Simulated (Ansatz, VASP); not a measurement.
**Os: VASP beside Ansatz**

The input INCAR:

```
PREC = Accurate
ENCUT = 520
EDIFF = 1E-7
ISMEAR = -1
SIGMA = 0.05
LREAL = F
LASPH = T
NELM = 60
ALGO = Normal
ISIF = 2
LWAVE = F
LCHARG = T
LELF = T
LVHAR = T
NBANDS = 15
```

The input KPOINTS:

```
Automatic mesh
0
Gamma
  11 11 6
```

POSCAR

```
Os
1.0
    2.7700791260      0.0000000000      0.0000000000
   -1.3850395630      2.3989588936      0.0000000000
    0.0000000000      0.0000000000      4.3765446767
Os
2
Direct
    0.6666666667      0.3333333333      0.7500000000
    0.3333333333      0.6666666667      0.2500000000
```

Contents of input.yaml:

```yaml
crystal:
  lattice:
    - [2.770079126, 0.0, 0.0]
    - [-1.385039563, 2.3989588936, 0.0]
    - [0.0, 0.0, 4.3765446767]
  atoms:
    - { symbol: Os, position: [0.6666666667, 0.3333333333, 0.75] }
    - { symbol: Os, position: [0.3333333333, 0.6666666667, 0.25] }
kpoints:
  mp_grid: { grid: [11, 11, 6] }
scf:
  occupations: { method: fermi_dirac, width: 0.05 }
hamiltonian:
  xc: lda
  pseudopotentials: { kind: all_electron, lapw: { basis_error: 0.001 } }
output:
  forces: true
  stress: true
  eigenvalues: true
```

Change from the starting cell: volume scaled by 1.04.

Alike in both runs: task single point; functional LDA; k mesh 11 × 11 × 6; occupations fermi-dirac, width 0.05 eV; no spin polarisation.

```csv
,VASP,Ansatz
version,VASP 6.6.1,Ansatz 0.2.0
potentials or method,"VASP PAW LDA potentials, release 64 (Os), cutoff 520 eV","all-electron LAPW, scalar-relativistic"
```

VASP gave:

- gap on the k mesh at the Fermi level (eV): none
- pressure (GPa): -22.6
- traceless stress, the component that is largest in VASP (GPa): -1.07

Question: Which values does Ansatz return?

Answer: gap on the k mesh at the Fermi level (eV): none; pressure (GPa): -23.1; traceless stress, the component that is largest in VASP (GPa): -1.00.

LDA's correlation is that of Perdew and Zunger in VASP and of Perdew and Wang (1992) in Ansatz. A gap of «none» marks a metal or a gap that the smearing closes. Ansatz ran all-electron here, and VASP with PAW potentials.

Spin-orbit coupling is off throughout.
